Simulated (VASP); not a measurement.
Here is a VASP 6.6.1 calculation.

The input INCAR:

```
PREC = Accurate ; ENCUT = 500
EDIFF = 1E-6 ; ISMEAR = 0
SIGMA = 0.1 ; LREAL = F
LASPH = T ; NELM = 120
ALGO = Normal ; ISIF = 2
LWAVE = F ; LCHARG = F
GGA = PE ; IVDW = 12
NBANDS = 19 ; GGA_COMPAT = F
```

The input KPOINTS:

```
regular mesh
0
Gamma
  9 9 4
```

Contents of POSCAR:

```
Ti
1.0
    2.9499978604      0.0000000000      0.0000000000
   -1.4749989302      2.5547730882      0.0000000000
    0.0000000000      0.0000000000      4.6860000000
Ti
2
Direct
    0.3333333333      0.6666666667      0.2500000000
    0.6666666667      0.3333333333      0.7500000000
```

Potentials or basis: VASP PAW PBE potentials, release 64 (Ti_sv).

Command:

```bash
$ cat potpaw_PBE.64/Ti_sv/POTCAR > POTCAR
$ mpirun -np 1 vasp_std > vasp.out
```

Problem. Estimate the band gap on the k mesh.

Solution. Zero (bands 12 and 13 overlap by 0.99 eV).

Problem. Predict the dispersion energy per atom.

Solution. -0.591 eV.

Problem. What does it give for the pressure?

Solution. -7.7 GPa.

Stress tensor (GPa, compression positive):
```
-7.22  0.00  0.00
 0.00 -7.22  0.00
 0.00  0.00 -8.64
```

Caveat: the cell stands under tension.
